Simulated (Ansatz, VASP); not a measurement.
**Zn in VASP and in Ansatz**

Contents of INCAR:

```
SYSTEM = Zn
ALGO     = Fast           ! electronic algorithm
EDIFF    = 1E-6           ! SCF threshold, eV
ENCUT    = 520            ! plane-wave cutoff, eV
GGA      = PE             ! functional
ISIF     = 2              ! what is computed and relaxed
ISMEAR   = 0              ! smearing method
LASPH    = .True.         ! aspherical terms in the spheres
LCHARG   = .False.        ! write CHGCAR
LREAL    = .False.        ! projectors in reciprocal space
LWAVE    = .False.        ! write WAVECAR
NBANDS   = 12             ! bands
NELM     = 60             ! most SCF steps
PREC     = Accurate       ! precision mode
SIGMA    = 0.15           ! smearing width, eV
```

The input KPOINTS:

```
k-points
0
Gamma
  20 20 20
  0 0 0
```

Contents of POSCAR:

```
Zn
1.0
   -0.1375037539      1.9643393415      2.1018430954
    1.9643393415     -0.1375037539      2.1018430954
    1.8268355876      1.8268355876      0.0000000000
Zn
1
Direct
    0.0000000000      0.0000000000      0.0000000000
```

Input for Ansatz:

```yaml
crystal:
  lattice:
    - [-0.1375037539, 1.9643393415, 2.1018430954]
    - [1.9643393415, -0.1375037539, 2.1018430954]
    - [1.8268355876, 1.8268355876, 0.0]
  atoms:
    - { symbol: Zn, position: [0.0, 0.0, 0.0] }
basis:
  ecutwfc: 520.0
kpoints:
  mp_grid: { grid: [20, 20, 20] }
hamiltonian:
  xc: pbe
scf:
  occupations: { method: gaussian, width: 0.15 }
output:
  forces: true
  stress: true
  eigenvalues: true
```

Change from the starting cell: engineering shear strain xy -0.1400, normal strain along z +0.0700.

Alike in both runs: task single point; functional PBE; k mesh 20 × 20 × 20; occupations gaussian, width 0.15 eV; no spin polarisation.

```csv
,VASP,Ansatz
version,VASP 6.6.1,Ansatz 0.2.0
potentials or method,"VASP PAW PBE potentials, release 64 (Zn), cutoff 520 eV","scalar-relativistic, plane waves, PAW"
valence electrons in the cell,12,12
```

Ansatz gave:

```
gap on the k mesh at the Fermi level (eV)                     : none
pressure (GPa)                                                : -2.7
traceless stress, the component that is largest in VASP (GPa) : -3.79
```

Problem. What did VASP give for the same quantities?

Solution. gap on the k mesh at the Fermi level (eV): none; pressure (GPa): -2.5; traceless stress, the component that is largest in VASP (GPa): -3.82.

A gap of «none» marks a metal or a gap that the smearing closes. With one functional, cell and mesh, what is left measures potentials, basis and numerics.
